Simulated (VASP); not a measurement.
# SrTiO3 (Pm-3m) in VASP: notebook

The runs below take SrTiO3 through single point, with r2SCAN+U.

Program: VASP 6.6.1. These are calculated values, not measurements. Logs are shortened: lines on timing, memory, paths and dates and some standing lists are left out, and cuts for length are marked.

## Step 1: The cell of the first run

It takes space group Pm-3m (No. 221, cubic). The conventional cell has a = 3.918 Å, b = 3.918 Å, c = 3.918 Å, α = 90.00°, β = 90.00°, γ = 90.00°. Sr (site symmetry m-3m) has 12 O at 2.77 Å and 8 Ti at 3.39 Å within 3.7 Å. Ti (site symmetry m-3m) has 6 O at 1.96 Å within 2.6 Å. O (site symmetry 4/mmm) has 2 Ti at 1.96 Å within 2.6 Å.

## Step 2: Single point, r2SCAN+U

POSCAR

```
SrTiO3
1.0
    3.9180091029      0.0000000000      0.0000000000
    0.0000000000      3.9180091029      0.0000000000
    0.0000000000      0.0000000000      3.9180091029
Sr Ti O
1 1 3
Direct
    0.0000000000      0.0000000000      0.0000000000
    0.5000000000      0.5000000000      0.5000000000
    0.0000000000      0.5000000000      0.5000000000
    0.5000000000      0.0000000000      0.5000000000
    0.5000000000      0.5000000000      0.0000000000
```

INCAR.step1

```
SYSTEM = SrTiO3
  PREC = Accurate
  ENCUT = 910
  ISMEAR = 0
  SIGMA = 0.02
  LREAL = .FALSE.
  LASPH = .TRUE.
  NELM = 200
  LMAXMIX = 4
  LDAU = .TRUE.
  LDAUTYPE = 2
  LDAUL = -1 2 -1
  LDAUU = 0 4 0
  LDAUJ = 0 0 0
  NBANDS = 28
  GGA = PE
  ALGO = Normal
  EDIFF = 1E-5
  LWAVE = .TRUE.
  LCHARG = .FALSE.
  GGA_COMPAT = .FALSE.
```

INCAR.step2

```
SYSTEM = SrTiO3
  PREC = Accurate
  ENCUT = 910
  EDIFF = 1E-6
  ISMEAR = 0
  SIGMA = 0.02
  LREAL = .FALSE.
  LASPH = .TRUE.
  NELM = 200
  ALGO = Normal
  ISIF = 2
  LWAVE = .FALSE.
  LCHARG = .FALSE.
  LMAXMIX = 4
  LDAU = .TRUE.
  LDAUTYPE = 2
  LDAUL = -1 2 -1
  LDAUU = 0 4 0
  LDAUJ = 0 0 0
  LDAUPRINT = 1
  METAGGA = R2SCAN
  LMIXTAU = .TRUE.
  NBANDS = 28
  ISTART = 1
  GGA_COMPAT = .FALSE.
```

KPOINTS

```
Automatic mesh
0
G
  6 6 6
  0 0 0
```

Potentials or basis: VASP PAW PBE potentials, release 64 (Sr_sv, Ti_sv, O_h).

Launch:

```bash
> cat potpaw_PBE.64/Sr_sv/POTCAR potpaw_PBE.64/Ti_sv/POTCAR potpaw_PBE.64/O_h/POTCAR > POTCAR
> cp INCAR.step1 INCAR
> mpirun -np 1 vasp_std > vasp.out
> cp INCAR.step2 INCAR
> mpirun -np 1 vasp_std > vasp.out
```

OUTCAR:

```text
SYSTEM = SrTiO3
   PREC = Accurate
   ENCUT = 910
   EDIFF = 1E-6
   ISMEAR = 0
   LREAL = .FALSE.
   LASPH = .TRUE.
   NELM = 200
   ISIF = 2
   METAGGA = R2SCAN
   ISTART = 1

 ion  position               nearest neighbor table
   1  0.000  0.000  0.000-   3 2.77   4 2.77   5 2.77   3 2.77   4 2.77   3 2.77   5 2.77   3 2.77
                             4 2.77   5 2.77   4 2.77   5 2.77   2 3.39   2 3.39   2 3.39   2 3.39
   2  0.500  0.500  0.500-   3 1.96   4 1.96   5 1.96   5 1.96   4 1.96   3 1.96   1 3.39   1 3.39
                             1 3.39   1 3.39   1 3.39   1 3.39   1 3.39   1 3.39
   3  0.000  0.500  0.500-   2 1.96   2 1.96   1 2.77   1 2.77   1 2.77   1 2.77
   4  0.500  0.000  0.500-   2 1.96   2 1.96   1 2.77   1 2.77   1 2.77   1 2.77
   5  0.500  0.500  0.000-   2 1.96   2 1.96   1 2.77   1 2.77   1 2.77   1 2.77

  LATTYP: Found a simple cubic cell.
 ALAT       =     3.9180091029

  Lattice vectors:

 A1 = (   3.9180091029,   0.0000000000,   0.0000000000)
 A2 = (   0.0000000000,   3.9180091029,   0.0000000000)
 A3 = (   0.0000000000,   0.0000000000,   3.9180091029)

Analysis of symmetry for initial positions (statically):
=====================================================================
 Subroutine PRICEL returns:
 Original cell was already a primitive cell.

 Routine SETGRP: Setting up the symmetry group for a
 simple cubic supercell.

 Subroutine GETGRP returns: Found 48 space group operations
 (whereof 48 operations were pure point group operations)
 out of a pool of 48 trial point group operations.

The static configuration has the point symmetry O_h .

Analysis of symmetry for dynamics (positions and initial velocities):
=====================================================================
 Subroutine PRICEL returns:
 Original cell was already a primitive cell.

 Routine SETGRP: Setting up the symmetry group for a
 simple cubic supercell.

 Subroutine GETGRP returns: Found 48 space group operations
 (whereof 48 operations were pure point group operations)
 out of a pool of 48 trial point group operations.

The dynamic configuration has the point symmetry O_h .

 Subroutine INISYM returns: Found 48 space group operations
 (whereof 48 operations are pure point group operations),
 and found     1 'primitive' translations

----------------------------------------------------------------------------------------

                                     Primitive cell

  volume of cell :      60.1446

  direct lattice vectors                    reciprocal lattice vectors
     3.918009103  0.000000000  0.000000000     0.255231668  0.000000000  0.000000000
     0.000000000  3.918009103  0.000000000     0.000000000  0.255231668  0.000000000
     0.000000000  0.000000000  3.918009103     0.000000000  0.000000000  0.255231668

  length of vectors
     3.918009103  3.918009103  3.918009103     0.255231668  0.255231668  0.255231668

  position of ions in fractional coordinates (direct lattice)
     0.000000000  0.000000000  0.000000000
     0.500000000  0.500000000  0.500000000
     0.000000000  0.500000000  0.500000000
     0.500000000  0.000000000  0.500000000
     0.500000000  0.500000000  0.000000000

  ion indices of the primitive-cell ions
   primitive index   ion index
                 1           1
                 2           2
                 3           3
                 4           4
                 5           5

----------------------------------------------------------------------------------------

 KPOINTS: Automatic mesh

Automatic generation of k-mesh.
 Grid dimensions read from file:
 generate k-points for:    6    6    6

 Generating k-lattice:

  Cartesian coordinates                     Fractional coordinates (reciprocal lattice)
     0.042538611  0.000000000  0.000000000     0.166666667  0.000000000  0.000000000
     0.000000000  0.042538611  0.000000000     0.000000000  0.166666667  0.000000000
     0.000000000  0.000000000  0.042538611     0.000000000  0.000000000  0.166666667

  Length of vectors
     0.042538611  0.042538611  0.042538611

  Shift w.r.t. Gamma in fractional coordinates (k-lattice)
     0.000000000  0.000000000  0.000000000

 Subroutine IBZKPT returns following result:
 ===========================================

 Found     20 irreducible k-points:

 Following reciprocal coordinates:
            Coordinates               Weight
  0.000000  0.000000  0.000000      1.000000
  0.166667  0.000000  0.000000      6.000000
  0.333333  0.000000  0.000000      6.000000
  0.500000  0.000000  0.000000      3.000000
  0.166667  0.166667  0.000000     12.000000
  0.333333  0.166667  0.000000     24.000000
[... 12 lines left out ...]
  0.500000  0.500000  0.333333      6.000000
  0.500000  0.500000  0.500000      1.000000
   k-points           NKPTS =     20   k-points in BZ     NKDIM =     20   number of bands    NBANDS=     28
   number of dos      NEDOS =    301   number of ions     NIONS =      5
   total plane-waves  NPLWV =  64000
   dimension x,y,z NGX =    40 NGY =   40 NGZ =   40
   dimension x,y,z NGXF=    80 NGYF=   80 NGZF=   80
   ions per type =               1   1   3
   NGX,Y,Z   is equivalent  to a cutoff of  16.97, 16.97, 16.97 a.u.
   NGXF,Y,Z  is equivalent  to a cutoff of  33.94, 33.94, 33.94 a.u.
 SYSTEM =  SrTiO3
   PREC   = accura    normal or accurate (medium, high low for compatibility)
   ISTART =      1    job   : 0-new  1-cont  2-samecut
   ICHARG =      0    charge: 1-file 2-atom 10-const
   ISPIN  =      1    spin polarized calculation?
   LNONCOLLINEAR =      F non collinear calculations
   LSORBIT =      F    spin-orbit coupling
   LASPH  =      T    aspherical Exc in radial PAW
   ENCUT  =  910.0 eV  66.88 Ry    8.18 a.u.   9.64  9.64  9.64*2*pi/ulx,y,z
   NELM   =    200;   NELMIN=  2; NELMDL=  0     # of ELM steps
   EDIFF  = 0.1E-05   stopping-criterion for ELM
   LREAL  =      F    real-space projection
   EDIFFG = 0.1E-04   stopping-criterion for IOM
   NSW    =      0    number of steps for IOM
   IBRION =     -1    ionic relax: 0-MD 1-quasi-New 2-CG
   NFREE  =      0    steps in history (QN), initial steepest desc. (CG)
   ISIF   =      2    stress and relaxation
   ISYM   =      2    0-nonsym 1-usesym 2-fastsym
   POTIM  = 0.5000    time-step for ionic-motion
   TEBEG  =    0.0;   TEEND  =   0.0 temperature during run
   PSTRESS=    0.0 pullay stress
   NELECT =      40.0000    total number of electrons
   NUPDOWN=      -1.0000    fix difference up-down
   EMIN   =  10.00;   EMAX   =-10.00  energy-range for DOS
   EFERMI =   0.00;   METHOD = LEGACY
   ISMEAR =     0;   SIGMA  =   0.02  broadening in eV -4-tet -1-fermi 0-gaus
   EFERMI_NEDOS =   21; number of points for ismear=-14 and -15
   IALGO  =     38    algorithm
   IMIX   =      4    mixing-type and parameters
     AMIX     =   0.40;   BMIX     =  1.00
     AMIX_MAG =   1.60;   BMIX_MAG =  1.00
  volume/ion in A,a.u.               =      12.03        81.18
  Fermi-wavevector in a.u.,A,eV,Ry     =   1.428991  2.700401 27.783291  2.042014
  Thomas-Fermi vector in A             =   2.548993
   LORBIT       =      0    0 simple, 1 ext, 2 COOP (PROOUT), +10 PAW based schemes
 LDA+U is selected, type is set to LDAUTYPE =  2
   angular momentum for each species LDAUL =    -1    2   -1
   U (eV)           for each species LDAUU =   0.0  4.0  0.0
   J (eV)           for each species LDAUJ =   0.0  0.0  0.0
   METAGGA = R2SCAN    functional components
   LHFCALC =     F    Hartree Fock is set to
   AEXX    =    0.0000 exact exchange contribution
   IVDW    =     0    specifies the selected vdW correction
   LEPSILON=     F    determine dielectric tensor
   LRPA    =     F    only Hartree local field effects (RPA)
 non-spin polarized calculation
 Gauss-broadening in eV      SIGMA  =   0.02
  energy-cutoff  :      910.00
  volume of cell :       60.14
 maximum number of plane-waves:      3840
 NGX is ok and might be reduce to    40
   NGX = 19   NGY = 19   NGZ = 19

atom =   2  type =  2  l = 2

 onsite density matrix

spin component  1

  0.0944  0.0000  0.0000  0.0000  0.0000
  0.0000  0.0944 -0.0000 -0.0000 -0.0000
  0.0000 -0.0000  0.2489 -0.0000  0.0000
  0.0000 -0.0000 -0.0000  0.0944  0.0000
  0.0000 -0.0000  0.0000  0.0000  0.2489

spin component  2

  0.0944  0.0000  0.0000  0.0000  0.0000
  0.0000  0.0944 -0.0000 -0.0000 -0.0000
  0.0000 -0.0000  0.2489 -0.0000  0.0000
  0.0000 -0.0000 -0.0000  0.0944  0.0000
  0.0000 -0.0000  0.0000  0.0000  0.2489

 occupancies and eigenvectors

  o =  0.0944  v =  0.0000 -0.1868  0.0000 -0.9824  0.0000  0.0000  0.0000  0.0000  0.0000  0.0000      0.0000  0.0000  0.0000  0.0000  0.0000  0.0000  0.0000  0.0000  0.0000  0.0000
  o =  0.0944  v =  0.0000  0.0000  0.0000  0.0000  0.0000  0.0000 -0.1868  0.0000 -0.9824  0.0000      0.0000  0.0000  0.0000  0.0000  0.0000  0.0000  0.0000  0.0000  0.0000  0.0000
  o =  0.0944  v =  0.0000 -0.9824  0.0000  0.1868  0.0000  0.0000  0.0000  0.0000  0.0000  0.0000      0.0000  0.0000  0.0000  0.0000  0.0000  0.0000  0.0000  0.0000  0.0000  0.0000
  o =  0.0944  v =  0.0000  0.0000  0.0000  0.0000  0.0000  0.0000 -0.9824  0.0000  0.1868  0.0000      0.0000  0.0000  0.0000  0.0000  0.0000  0.0000  0.0000  0.0000  0.0000  0.0000
  o =  0.0944  v =  0.0000  0.0000  0.0000  0.0000  0.0000  1.0000  0.0000  0.0000  0.0000  0.0000      0.0000  0.0000  0.0000  0.0000  0.0000  0.0000  0.0000  0.0000  0.0000  0.0000
  o =  0.0944  v =  1.0000  0.0000  0.0000  0.0000  0.0000  0.0000  0.0000  0.0000  0.0000  0.0000      0.0000  0.0000  0.0000  0.0000  0.0000  0.0000  0.0000  0.0000  0.0000  0.0000
  o =  0.2489  v =  0.0000  0.0000  0.0000  0.0000  0.0000  0.0000  0.0000 -0.0020  0.0000  1.0000      0.0000  0.0000  0.0000  0.0000  0.0000  0.0000  0.0000  0.0000  0.0000  0.0000
  o =  0.2489  v =  0.0000  0.0000 -0.0020  0.0000  1.0000  0.0000  0.0000  0.0000  0.0000  0.0000      0.0000  0.0000  0.0000  0.0000  0.0000  0.0000  0.0000  0.0000  0.0000  0.0000
  o =  0.2489  v =  0.0000 -0.0000 -1.0000 -0.0000 -0.0020  0.0000  0.0000  0.0000  0.0000  0.0000      0.0000  0.0000  0.0000  0.0000  0.0000  0.0000  0.0000  0.0000  0.0000  0.0000
  o =  0.2489  v =  0.0000  0.0000  0.0000  0.0000  0.0000  0.0000 -0.0000 -1.0000 -0.0000 -0.0020      0.0000  0.0000  0.0000  0.0000  0.0000  0.0000  0.0000  0.0000  0.0000  0.0000

 number of electron      40.0000012 magnetization

 Free energy of the ion-electron system (eV)
  ---------------------------------------------------
  ext. energy  EPLUGINS =         0.00000000
  ---------------------------------------------------
  free energy    TOTEN  =       -60.73681921 eV

  energy without entropy =      -60.73681921  energy(sigma->0) =      -60.73681921

 E-fermi :   4.4473     XC(G=0): -11.8864

 val. band max:        4.2739764032   @ k =   0.5000   0.5000   0.5000
 cond. band min:       7.1225083851   @ k =   0.0000   0.0000   0.0000
 fundamental gap:      2.8485319819
 Fermi energy:         4.4473457521

 k-point     1 :       0.0000    0.0000    0.0000
  band No.  band energies     occupation
      1     -55.4418      2.00000
      2     -30.5816      2.00000
      3     -30.5816      2.00000
      4     -30.5816      2.00000
      5     -29.6201      2.00000
      6     -14.1641      2.00000
[... 20 lines left out ...]
     27      10.2233      0.00000
     28      11.2166      0.00000

 k-point     2 :       0.1667    0.0000    0.0000
  band No.  band energies     occupation
      1     -55.4415      2.00000
      2     -30.6009      2.00000
      3     -30.5809      2.00000
      4     -30.5809      2.00000
      5     -29.6117      2.00000
      6     -14.1617      2.00000
[... 550 lines left out ...]
 k-point    20 :       0.5000    0.5000    0.5000
  band No.  band energies     occupation
      1     -55.4376      2.00000
      2     -30.6426      2.00000
      3     -30.6426      2.00000
      4     -30.6426      2.00000
      5     -29.5620      2.00000
      6     -12.8700      2.00000
[... 20 lines left out ...]
     27      12.9982      0.00000
     28      12.9982      0.00000

------------------------ aborting loop because EDIFF is reached ----------------------------------------

  FORCE on cell =-STRESS in cart. coord.  units (eV):
  Direction    XX          YY          ZZ          XY          YZ          ZX
  --------------------------------------------------------------------------------------
  -------------------------------------------------------------------------------------
  Total        1.1135940      1.1135940      1.1135940      0.0000000      0.0000000      0.0000000
  in kB       29.6647799     29.6647799     29.6647799      0.0000000      0.0000000      0.0000000
  external PRESSURE =      29.6647799 kB  Pullay stress =       0.0000000 kB

 VOLUME and BASIS-vectors are now :
 -----------------------------------------------------------------------------
  energy-cutoff  :      910.00
  volume of cell :       60.14
      direct lattice vectors                 reciprocal lattice vectors
     3.918009103  0.000000000  0.000000000     0.255231668  0.000000000  0.000000000
     0.000000000  3.918009103  0.000000000     0.000000000  0.255231668  0.000000000
     0.000000000  0.000000000  3.918009103     0.000000000  0.000000000  0.255231668

 POSITION                                       TOTAL-FORCE (eV/Angst)
 -----------------------------------------------------------------------------------
      0.00000      0.00000      0.00000         0.000000      0.000000      0.000000
      1.95900      1.95900      1.95900         0.000000      0.000000      0.000000
      0.00000      1.95900      1.95900         0.000000      0.000000      0.000000
      1.95900      0.00000      1.95900         0.000000      0.000000      0.000000
      1.95900      1.95900      0.00000         0.000000      0.000000      0.000000
 -----------------------------------------------------------------------------------
    total drift:                                0.000000      0.000000     -0.000000

  FREE ENERGIE OF THE ION-ELECTRON SYSTEM (eV)
  ---------------------------------------------------
  free  energy   TOTEN  =       -60.7368192060 eV

  energy  without entropy=      -60.7368192060  energy(sigma->0) =      -60.73681921
```

Run time: 2.7 min. Hardware: 1 thread of Intel Xeon 6975P-C (Granite Rapids), shared host; peak memory 0.31 GiB.

Results:

```yaml
Free_energy: -60.7368 eV
Pressure: 3.0 GPa
Band_gap_on_the_k_mesh: 2.85 eV (least direct gap 3.29 eV)
```

Levels at points of the mesh, in eV from the valence-band top:
```tsv
k point	band 17	band 18	band 19	band 20	band 21	band 22	band 23	band 24
(0.00, 0.00, 0.00)	-1.21	-0.44	-0.44	-0.44	2.85	2.85	2.85	4.60
(0.50, 0.00, 0.00)	-2.24	-1.99	-0.83	-0.83	3.04	4.61	4.67	4.67
(0.50, 0.50, 0.00)	-1.94	-1.62	-1.62	-0.09	4.69	4.69	5.19	5.58
(0.50, 0.50, 0.50)	-3.67	0.00	0.00	0.00	5.39	5.39	5.39	7.55
```

Eigenvalues of the final occupation matrices:
```tsv
site	spin	trace	eigenvalues
site 2 d	1	0.78	0.09 0.09 0.09 0.25 0.25
site 2 d	2	0.78	0.09 0.09 0.09 0.25 0.25
```

Caveat: the cutoff is under 1.25 times the usual one of these potentials, so pressure, stress and relaxed cells hold a basis-set (Pulay) error; the PAW data sets were made with another functional, which shifts forces and pressure a little. A k mesh can miss the band edges.

## Step 3: Single point, r2SCAN+U

POSCAR is that of step 2.

INCAR.step1

```
PREC = Accurate
ENCUT = 910
ISMEAR = 0
SIGMA = 0.05
LREAL = F
LASPH = T
NELM = 200
LMAXMIX = 4
LDAU = T
LDAUTYPE = 2
LDAUL = -1 2 -1
LDAUU = 0 4 0
LDAUJ = 0 0 0
NBANDS = 28
GGA = PE
ALGO = Normal
EDIFF = 1E-5
LWAVE = T
LCHARG = F
GGA_COMPAT = F
```

INCAR.step2

```
PREC = Accurate
ENCUT = 910
EDIFF = 1E-6
ISMEAR = 0
SIGMA = 0.05
LREAL = F
LASPH = T
NELM = 200
ALGO = Normal
ISIF = 2
LWAVE = F
LCHARG = F
LMAXMIX = 4
LDAU = T
LDAUTYPE = 2
LDAUL = -1 2 -1
LDAUU = 0 4 0
LDAUJ = 0 0 0
LDAUPRINT = 1
METAGGA = R2SCAN
LMIXTAU = T
NBANDS = 28
ISTART = 1
GGA_COMPAT = F
```

KPOINTS

```
regular mesh
0
Gamma
  6 6 6
```

Potentials or basis: VASP PAW PBE potentials, release 64 (Sr_sv, Ti_sv, O_h).

Launch:

```bash
> cat potpaw_PBE.64/Sr_sv/POTCAR potpaw_PBE.64/Ti_sv/POTCAR potpaw_PBE.64/O_h/POTCAR > POTCAR
> cp INCAR.step1 INCAR
> mpirun -np 1 vasp_std > vasp.out
> cp INCAR.step2 INCAR
> mpirun -np 1 vasp_std > vasp.out
```

Run time: 3.7 min. Hardware: 1 thread of Intel Xeon Platinum 8259CL at 2.50GHz (Skylake/Cascade Lake), shared host; peak memory 0.31 GiB.

Results (log left out):

- Free energy: -60.7368 eV
- Pressure: 3.0 GPa
- Band gap on the k mesh: 2.85 eV (least direct gap 3.29 eV)

Levels at points of the mesh, in eV from the valence-band top:
| k point | band 16 | band 17 | band 18 | band 19 | band 20 | band 21 | band 22 | band 23 | band 24 | band 25 |
| --- | --- | --- | --- | --- | --- | --- | --- | --- | --- | --- |
| (0.00, 0.00, 0.00) | -1.21 | -1.21 | -0.44 | -0.44 | -0.44 | 2.85 | 2.85 | 2.85 | 4.60 | 4.60 |
| (0.50, 0.00, 0.00) | -2.24 | -2.24 | -1.99 | -0.83 | -0.83 | 3.04 | 4.61 | 4.67 | 4.67 | 6.82 |
| (0.50, 0.50, 0.00) | -2.73 | -1.94 | -1.62 | -1.62 | -0.09 | 4.69 | 4.69 | 5.19 | 5.58 | 8.50 |
| (0.50, 0.50, 0.50) | -3.67 | -3.67 | 0.00 | 0.00 | 0.00 | 5.39 | 5.39 | 5.39 | 7.55 | 7.55 |

Eigenvalues of the final occupation matrices:
```
    site  spin  trace               eigenvalues
site 2 d     1   0.78  0.09 0.09 0.09 0.25 0.25
site 2 d     2   0.78  0.09 0.09 0.09 0.25 0.25
```

Caveat: the cutoff is under 1.25 times the usual one of these potentials, so pressure, stress and relaxed cells hold a basis-set (Pulay) error; the PAW data sets were made with another functional, which shifts forces and pressure a little.
